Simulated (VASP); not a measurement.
ScPd, 2 atoms in the cell. Symmetry: Pm-3m, No. 221, cubic system. The conventional cell has a = 3.283 Å, b = 3.283 Å, c = 3.283 Å, α = 90.00°, β = 90.00°, γ = 90.00°. Sc (site symmetry m-3m) has 8 Pd at 2.84 Å and 6 Sc at 3.28 Å within 3.7 Å. Within 3.7 Å of Pd (site symmetry m-3m) lie 8 Sc at 2.84 Å and 6 Pd at 3.28 Å. 

```yaml
Program: VASP 6.6.1
Task: single point
Functional: LDA
Potentials_or_basis: VASP PAW LDA potentials, release 64 (Sc_sv, Pd)
Cutoff: 500 eV
k_mesh: 6 × 6 × 6
Occupations: gaussian, width 0.1 eV
Spin: no spin polarisation
Dipole_correction: no
Further_INCAR_settings: ALGO = Normal; EDIFF = 1e-06; NBANDS = 18
```

Potentials or basis: VASP PAW LDA potentials, release 64 (Sc_sv, Pd).

Launch:

```bash
$ cat potpaw_LDA.64/Sc_sv/POTCAR potpaw_LDA.64/Pd/POTCAR > POTCAR
$ mpirun -np 1 vasp_std > vasp.out
```

Hardware: 1 thread of Intel Xeon 8259CL (shared host).

Q: Estimate the wall time of this run.

A: Wall time 14 s on 1 thread of Intel Xeon 8259CL, on a shared host, peak memory 0.13 GiB. Counts: scf iterations 13, k points 20.
